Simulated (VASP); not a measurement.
Input of a VASP 6.6.1 run:

The input INCAR:

```
SYSTEM = CsSnI3
PREC = Accurate ; ENCUT = 520
EDIFF = 1E-6 ; ISMEAR = 0
SIGMA = 0.03 ; LREAL = .FALSE.
LASPH = .TRUE. ; NELM = 80
ALGO = Normal ; ISIF = 2
LWAVE = .FALSE. ; LCHARG = .FALSE.
GGA = PS ; NBANDS = 30
```

KPOINTS

```
regular mesh
0
G
  6 6 6
  0 0 0
```

POSCAR

```
CsSnI3
1.0
    6.2057000000      0.0000000000      0.0000000000
    0.0000000000      6.2057000000      0.0000000000
    0.0000000000      0.0000000000      5.7092440000
Cs Sn I
1 1 3
Direct
    0.0000000000      0.0000000000      0.0000000000
    0.5000000000      0.5000000000      0.5000000000
    0.0000000000      0.5000000000      0.5000000000
    0.5000000000      0.0000000000      0.5000000000
    0.5000000000      0.5000000000      0.0000000000
```

Potentials or basis: VASP PAW PBE potentials, release 64 (Cs_sv, Sn_d, I).

The run is started by

```console
$ cat potpaw_PBE.64/Cs_sv/POTCAR potpaw_PBE.64/Sn_d/POTCAR potpaw_PBE.64/I/POTCAR > POTCAR
$ mpirun -np 1 vasp_std > vasp.out
```

(1) Estimate the pressure.

(2) Predict the band gap on the k mesh.

Results:

(1) 1.4 GPa.

(2) zero (filled and empty bands touch).

Caveat: the cell differs from its parent crystal (strain +0.000 along x and y, -0.080 along z); semilocal functionals underestimate gaps, and a narrow one can read as zero; the PAW data sets were made with another functional, which shifts forces and pressure a little; spin-orbit coupling is left out, which moves the levels of the heavy elements.
